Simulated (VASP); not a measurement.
# Li (Fm-3m) in VASP: a series of runs

The runs below take Li through single point, relaxation of cell and atoms, with r2SCAN.

All numbers are computed with VASP 6.6.1; they aren't measurements. Logs are shortened: lines on timing, memory, paths and dates and some standing lists are left out, and cuts for length are marked.

## 1. The cell of the first run

The structure is cubic, space group Fm-3m (No. 225). The conventional cell has a = 4.374 Å, b = 4.374 Å, c = 4.374 Å, α = 90.00°, β = 90.00°, γ = 90.00°. Li (site symmetry m-3m) has 12 Li at 3.09 Å within 4.1 Å.

This isn't the form of Li at room conditions, which is bcc.

## 2. Single point, r2SCAN

Contents of POSCAR:

```
Li
1.0
    0.0000000000      2.1871146874      2.1871146874
    2.1871146874      0.0000000000      2.1871146874
    2.1871146874      2.1871146874      0.0000000000
Li
1
Direct
    0.0000000000      0.0000000000      0.0000000000
```

Contents of INCAR.step1:

```
SYSTEM = Li
ALGO = Normal
EDIFF = 1E-5
ENCUT = 830
GGA = PE
GGA_COMPAT = .FALSE.
ISMEAR = 0
LASPH = .TRUE.
LCHARG = .FALSE.
LREAL = .FALSE.
LWAVE = .TRUE.
NBANDS = 8
NELM = 120
PREC = Accurate
SIGMA = 0.1
```

Contents of INCAR.step2:

```
SYSTEM = Li
ALGO = Normal
EDIFF = 1E-6
ENCUT = 830
GGA_COMPAT = .FALSE.
ISIF = 2
ISMEAR = 0
ISTART = 1
LASPH = .TRUE.
LCHARG = .TRUE.
LELF = .TRUE.
LMIXTAU = .TRUE.
LREAL = .FALSE.
LVHAR = .TRUE.
LWAVE = .FALSE.
METAGGA = R2SCAN
NBANDS = 8
NELM = 120
PREC = Accurate
SIGMA = 0.1
```

Contents of KPOINTS:

```
k-points
0
G
  18 18 18
  0 0 0
```

Potentials or basis: VASP PAW PBE potentials, release 64 (Li_sv).

On the command line:

```
$ cat potpaw_PBE.64/Li_sv/POTCAR > POTCAR
$ cp INCAR.step1 INCAR
$ mpirun -np 1 vasp_std > vasp.out
$ cp INCAR.step2 INCAR
$ mpirun -np 1 vasp_std > vasp.out
```

OUTCAR:

```text
SYSTEM = Li
   EDIFF = 1E-6
   ENCUT = 830
   ISIF = 2
   ISMEAR = 0
   ISTART = 1
   LASPH = .TRUE.
   LREAL = .FALSE.
   METAGGA = R2SCAN
   NELM = 120
   PREC = Accurate

 ion  position               nearest neighbor table
   1  0.000  0.000  0.000-

  LATTYP: Found a face centered cubic cell.
 ALAT       =     4.3742293748

  Lattice vectors:

 A1 = (   0.0000000000,   2.1871146874,   2.1871146874)
 A2 = (   2.1871146874,   0.0000000000,   2.1871146874)
 A3 = (   2.1871146874,   2.1871146874,   0.0000000000)

Analysis of symmetry for initial positions (statically):
=====================================================================
 Subroutine PRICEL returns:
 Original cell was already a primitive cell.

 Routine SETGRP: Setting up the symmetry group for a
 face centered cubic supercell.

 Subroutine GETGRP returns: Found 48 space group operations
 (whereof 48 operations were pure point group operations)
 out of a pool of 48 trial point group operations.

The static configuration has the point symmetry O_h .

Analysis of symmetry for dynamics (positions and initial velocities):
=====================================================================
 Subroutine PRICEL returns:
 Original cell was already a primitive cell.

 Routine SETGRP: Setting up the symmetry group for a
 face centered cubic supercell.

 Subroutine GETGRP returns: Found 48 space group operations
 (whereof 48 operations were pure point group operations)
 out of a pool of 48 trial point group operations.

The dynamic configuration has the point symmetry O_h .

 Subroutine INISYM returns: Found 48 space group operations
 (whereof 48 operations are pure point group operations),
 and found     1 'primitive' translations

----------------------------------------------------------------------------------------

                                     Primitive cell

  volume of cell :      20.9240

  direct lattice vectors                    reciprocal lattice vectors
     0.000000000  2.187114687  2.187114687    -0.228611697  0.228611697  0.228611697
     2.187114687  0.000000000  2.187114687     0.228611697 -0.228611697  0.228611697
     2.187114687  2.187114687  0.000000000     0.228611697  0.228611697 -0.228611697

  length of vectors
     3.093047253  3.093047253  3.093047253     0.395967074  0.395967074  0.395967074

  position of ions in fractional coordinates (direct lattice)
     0.000000000  0.000000000  0.000000000

  ion indices of the primitive-cell ions
   primitive index   ion index
                 1           1

----------------------------------------------------------------------------------------

 KPOINTS: k-points

Automatic generation of k-mesh.
 Grid dimensions read from file:
 generate k-points for:   18   18   18

 Generating k-lattice:

  Cartesian coordinates                     Fractional coordinates (reciprocal lattice)
    -0.012700650  0.012700650  0.012700650     0.055555556  0.000000000  0.000000000
     0.012700650 -0.012700650  0.012700650     0.000000000  0.055555556  0.000000000
     0.012700650  0.012700650 -0.012700650     0.000000000  0.000000000  0.055555556

  Length of vectors
     0.021998171  0.021998171  0.021998171

  Shift w.r.t. Gamma in fractional coordinates (k-lattice)
     0.000000000  0.000000000  0.000000000

 Subroutine IBZKPT returns following result:
 ===========================================

 Found    195 irreducible k-points:

 Following reciprocal coordinates:
            Coordinates               Weight
  0.000000  0.000000  0.000000      1.000000
  0.055556  0.000000  0.000000      8.000000
  0.111111  0.000000  0.000000      8.000000
  0.166667  0.000000  0.000000      8.000000
  0.222222  0.000000  0.000000      8.000000
  0.277778  0.000000  0.000000      8.000000
[... 16 lines left out ...]
 -0.277778  0.055556  0.000000     24.000000
 -0.222222  0.055556  0.000000     24.000000
 [... further k-points ...]
   k-points           NKPTS =    195   k-points in BZ     NKDIM =    195   number of bands    NBANDS=      8
   number of dos      NEDOS =    301   number of ions     NIONS =      1
   total plane-waves  NPLWV =  27000
   dimension x,y,z NGX =    30 NGY =   30 NGZ =   30
   dimension x,y,z NGXF=    60 NGYF=   60 NGZF=   60
   ions per type =               1
   NGX,Y,Z   is equivalent  to a cutoff of  16.12, 16.12, 16.12 a.u.
   NGXF,Y,Z  is equivalent  to a cutoff of  32.25, 32.25, 32.25 a.u.
 SYSTEM =  Li
   PREC   = accura    normal or accurate (medium, high low for compatibility)
   ISTART =      1    job   : 0-new  1-cont  2-samecut
   ICHARG =      0    charge: 1-file 2-atom 10-const
   ISPIN  =      1    spin polarized calculation?
   LNONCOLLINEAR =      F non collinear calculations
   LSORBIT =      F    spin-orbit coupling
   LASPH  =      T    aspherical Exc in radial PAW
   ENCUT  =  830.0 eV  61.00 Ry    7.81 a.u.   7.27  7.27  7.27*2*pi/ulx,y,z
   NELM   =    120;   NELMIN=  2; NELMDL=  0     # of ELM steps
   EDIFF  = 0.1E-05   stopping-criterion for ELM
   LREAL  =      F    real-space projection
   EDIFFG = 0.1E-04   stopping-criterion for IOM
   NSW    =      0    number of steps for IOM
   IBRION =     -1    ionic relax: 0-MD 1-quasi-New 2-CG
   NFREE  =      0    steps in history (QN), initial steepest desc. (CG)
   ISIF   =      2    stress and relaxation
   ISYM   =      2    0-nonsym 1-usesym 2-fastsym
   POTIM  = 0.5000    time-step for ionic-motion
   TEBEG  =    0.0;   TEEND  =   0.0 temperature during run
   PSTRESS=    0.0 pullay stress
   NELECT =       3.0000    total number of electrons
   NUPDOWN=      -1.0000    fix difference up-down
   EMIN   =  10.00;   EMAX   =-10.00  energy-range for DOS
   EFERMI =   0.00;   METHOD = LEGACY
   ISMEAR =     0;   SIGMA  =   0.10  broadening in eV -4-tet -1-fermi 0-gaus
   EFERMI_NEDOS =   21; number of points for ismear=-14 and -15
   IALGO  =     38    algorithm
   IMIX   =      4    mixing-type and parameters
     AMIX     =   0.40;   BMIX     =  1.00
     AMIX_MAG =   1.60;   BMIX_MAG =  1.00
  volume/ion in A,a.u.               =      20.92       141.20
  Fermi-wavevector in a.u.,A,eV,Ry     =   0.856841  1.619195  9.989083  0.734177
  Thomas-Fermi vector in A             =   1.973804
   LORBIT       =      0    0 simple, 1 ext, 2 COOP (PROOUT), +10 PAW based schemes
   METAGGA = R2SCAN    functional components
   LHFCALC =     F    Hartree Fock is set to
   AEXX    =    0.0000 exact exchange contribution
   IVDW    =     0    specifies the selected vdW correction
   LEPSILON=     F    determine dielectric tensor
   LRPA    =     F    only Hartree local field effects (RPA)
 non-spin polarized calculation
 Gauss-broadening in eV      SIGMA  =   0.10
  energy-cutoff  :      830.00
  volume of cell :       20.92
 maximum number of plane-waves:      1158
 NGX is ok and might be reduce to    30
   NGX = 15   NGY = 15   NGZ = 15

 number of electron       2.9999999 magnetization

 Free energy of the ion-electron system (eV)
  ---------------------------------------------------
  ext. energy  EPLUGINS =         0.00000000
  ---------------------------------------------------
  free energy    TOTEN  =        -2.38772008 eV

  energy without entropy =       -2.38607132  energy(sigma->0) =       -2.38689570

 E-fermi :   0.5599     XC(G=0):  -7.3646

 val. band max:        0.5495068533   @ k =   0.5000   0.0000   0.0000
 cond. band min:       0.5744840856   @ k =   0.5000   0.0556   0.0000
 fundamental gap:      0.0249772323
 Fermi energy:         0.5598602186

 k-point     1 :       0.0000    0.0000    0.0000
  band No.  band energies     occupation
      1     -47.5764      2.00000
      2      -3.2856      2.00000
      3      16.1790      0.00000
      4      16.1790      0.00000
      5      16.1790      0.00000
      6      19.5379      0.00000
      7      19.5379      0.00000
      8      19.5379      0.00000

 k-point     2 :       0.0556    0.0000    0.0000
  band No.  band energies     occupation
      1     -47.5759      2.00000
      2      -3.2261      2.00000
      3      15.3865      0.00000
      4      16.0099      0.00000
      5      16.0099      0.00000
      6      19.0624      0.00000
      7      19.8166      0.00000
      8      19.8167      0.00000

 k-point     3 :       0.1111    0.0000    0.0000
  band No.  band energies     occupation
      1     -47.5744      2.00000
      2      -3.0476      2.00000
      3      13.6729      0.00000
      4      15.6330      0.00000
      5      15.6330      0.00000
      6      18.9918      0.00000
      7      20.4683      0.00000
      8      20.4683      0.00000

 k-point     4 :       0.1667    0.0000    0.0000
  band No.  band energies     occupation
      1     -47.5722      2.00000
      2      -2.7504      2.00000
      3      11.7700      0.00000
      4      15.2252      0.00000
      5      15.2252      0.00000
      6      19.1837      0.00000
      7      20.9673      0.00000
      8      20.9673      0.00000

 k-point     5 :       0.2222    0.0000    0.0000
  band No.  band energies     occupation
      1     -47.5694      2.00000
      2      -2.3353      2.00000
      3       9.9097      0.00000
      4      14.8728      0.00000
      5      14.8728      0.00000
      6      19.4049      0.00000
      7      20.5592      0.00000
      8      20.5592      0.00000
[... 177 lines left out ...]
 k-point    22 :      -0.3333    0.0556    0.0000
  band No.  band energies     occupation
      1     -47.5627      2.00000
      2      -0.8868      2.00000
      3       6.1073      0.00000
      4      13.4201      0.00000
      5      14.7967      0.00000
      6      17.9664      0.00000
      7      18.4470      0.00000
      8      20.7941      0.00000

 k-point    23 :      -0.2778    0.0556    0.0000
  band No.  band energies     occupation
      1     -47.5652      2.00000
      2      -1.5509      2.00000
      3       7.6408      0.00000
      4      13.4804      0.00000
      5      15.1435      0.00000
      6      18.6046      0.00000
      7      18.9767      0.00000
      8      20.8100      0.00000

 k-point    24 :      -0.2222    0.0556    0.0000
  band No.  band energies     occupation
      1     -47.5681      2.00000
      2      -2.1173      2.00000
      3       9.3341      0.00000
      4      13.6645      0.00000
      5      15.4976      0.00000
      6      19.1548      0.00000
      7      19.7026      0.00000
      8      20.6600      0.00000

 [... further k-points ...]

------------------------ aborting loop because EDIFF is reached ----------------------------------------

  FORCE on cell =-STRESS in cart. coord.  units (eV):
  Direction    XX          YY          ZZ          XY          YZ          ZX
  --------------------------------------------------------------------------------------
  -------------------------------------------------------------------------------------
  Total       -0.0206473     -0.0206473     -0.0206473     -0.0000000     -0.0000000      0.0000000
  in kB       -1.5809894     -1.5809894     -1.5809894     -0.0000000     -0.0000000      0.0000000
  external PRESSURE =      -1.5809894 kB  Pullay stress =       0.0000000 kB

 VOLUME and BASIS-vectors are now :
 -----------------------------------------------------------------------------
  energy-cutoff  :      830.00
  volume of cell :       20.92
      direct lattice vectors                 reciprocal lattice vectors
     0.000000000  2.187114687  2.187114687    -0.228611697  0.228611697  0.228611697
     2.187114687  0.000000000  2.187114687     0.228611697 -0.228611697  0.228611697
     2.187114687  2.187114687  0.000000000     0.228611697  0.228611697 -0.228611697

 POSITION                                       TOTAL-FORCE (eV/Angst)
 -----------------------------------------------------------------------------------
      0.00000      0.00000      0.00000         0.000000      0.000000     -0.000000
 -----------------------------------------------------------------------------------
    total drift:                               -0.000000     -0.000000      0.000000

  FREE ENERGIE OF THE ION-ELECTRON SYSTEM (eV)
  ---------------------------------------------------
  free  energy   TOTEN  =        -2.3877200832 eV

  energy  without entropy=       -2.3860713232  energy(sigma->0) =       -2.38689570
```

Wall time 2.7 min (1 thread of Intel Xeon 6975P-C (Granite Rapids), shared host); peak memory 0.19 GiB.

What came out:

```
Free energy            : -2.3877 eV
Pressure               : -0.2 GPa
Band gap on the k mesh : zero (an odd number of electrons rules out a gap without spin polarisation)
```

Caveat: the PAW data sets were made with another functional, which shifts forces and pressure a little.

## 3. Relaxation of cell and atoms, r2SCAN

This run uses another cell than the first one, of 21.59 Å³/atom.

Contents of POSCAR:

```
Li
1.0
    0.0000000000      2.2100000000      2.2100000000
    2.2100000000      0.0000000000      2.2100000000
    2.2100000000      2.2100000000      0.0000000000
Li
1
Direct
    0.0000000000      0.0000000000      0.0000000000
```

Contents of INCAR.step1:

```
SYSTEM = Li
PREC     = Accurate       ! precision mode
ENCUT    = 830            ! plane-wave cutoff, eV
ISMEAR   = 0              ! smearing method
SIGMA    = 0.1            ! smearing width, eV
LREAL    = .False.        ! projectors in reciprocal space
LASPH    = .True.         ! aspherical terms in the spheres
NELM     = 120            ! most SCF steps
GGA      = PE             ! functional
ALGO     = Normal         ! electronic algorithm
EDIFF    = 1E-5           ! SCF threshold, eV
LWAVE    = .True.         ! write WAVECAR
LCHARG   = .False.        ! write CHGCAR
GGA_COMPAT= .False.      
IBRION   = 2              ! ionic algorithm
ISIF     = 3              ! what is computed and relaxed
EDIFFG   = -0.005         ! ionic threshold
NELMIN   = 4            
NSW      = 100            ! ionic steps
```

Contents of INCAR.step2:

```
SYSTEM = Li
PREC     = Accurate       ! precision mode
ENCUT    = 830            ! plane-wave cutoff, eV
EDIFF    = 1E-7           ! SCF threshold, eV
ISMEAR   = 0              ! smearing method
SIGMA    = 0.1            ! smearing width, eV
LREAL    = .False.        ! projectors in reciprocal space
LASPH    = .True.         ! aspherical terms in the spheres
NELM     = 120            ! most SCF steps
ALGO     = Normal         ! electronic algorithm
ISIF     = 3              ! what is computed and relaxed
LWAVE    = .False.        ! write WAVECAR
LCHARG   = .False.        ! write CHGCAR
METAGGA  = R2SCAN         ! meta-GGA
LMIXTAU  = .True.       
IBRION   = 2              ! ionic algorithm
NSW      = 80             ! ionic steps
EDIFFG   = -0.02          ! ionic threshold
ISTART   = 1            
GGA_COMPAT= .False.      
NELMIN   = 4
```

Contents of KPOINTS:

```
Automatic mesh
0
Gamma
  18 18 18
  0 0 0
```

Potentials or basis: VASP PAW PBE potentials, release 64 (Li_sv).

On the command line:

```
$ cat potpaw_PBE.64/Li_sv/POTCAR > POTCAR
$ cp INCAR.step1 INCAR
$ mpirun -np 1 vasp_std > vasp.out
$ cp INCAR.step2 INCAR
$ mpirun -np 1 vasp_std > vasp.out
```

Run time: 11 min. Hardware: 1 thread of Intel Xeon 6975P-C (Granite Rapids), shared host; peak memory 0.18 GiB.

The run converged. Its results:

* Free energy: -2.3877 eV
* Relaxed volume: 20.62 Å³/atom
* Relaxed cell: a = 3.078 Å, b = 3.078 Å, c = 3.078 Å, α = 60.00°, β = 60.00°, γ = 60.00°
* Space group after relaxing (to 0.1 Å): Fm-3m (No. 225)
* Energy gained by relaxing: 0.1 meV/atom
* Ionic steps: 5
* Pressure after relaxing: -0.2 GPa
* Band gap on the k mesh: zero (an odd number of electrons rules out a gap without spin polarisation)

The path:
| step | energy change (eV) | largest force (eV/Å) | pressure (GPa) | volume (Å³) |
| --- | --- | --- | --- | --- |
| 1 | 0.0000 | 0.0000 | -0.45 | 21.59 |
| 2 | -0.0003 | 0.0000 | -0.31 | 21.40 |
| 3 | -0.0003 | 0.0000 | -0.15 | 21.00 |
| 4 | 0.0004 | 0.0000 | 0.18 | 20.20 |
| 5 | -0.0001 | 0.0000 | -0.15 | 20.62 |

Final structure:
```
Li
1.0
     0.00000    2.17658    2.17658
     2.17658    0.00000    2.17658
     2.17658    2.17658    0.00000
Li
1
Direct
  0.00000 0.00000 0.00000
```

Levels at points of the mesh, in eV from the Fermi level:
```tsv
k point	band 1	band 2	band 3	band 4	band 5
(0.00, 0.00, 0.00)	-48.10	-3.87	15.77	15.77	15.77
(0.50, 0.00, 0.00)	-48.08	-0.01	3.08	13.85	13.85
(0.50, 0.50, 0.00)	-48.08	1.66	4.95	9.17	9.17
```

Caveat: the PAW data sets were made with another functional, which shifts forces and pressure a little.
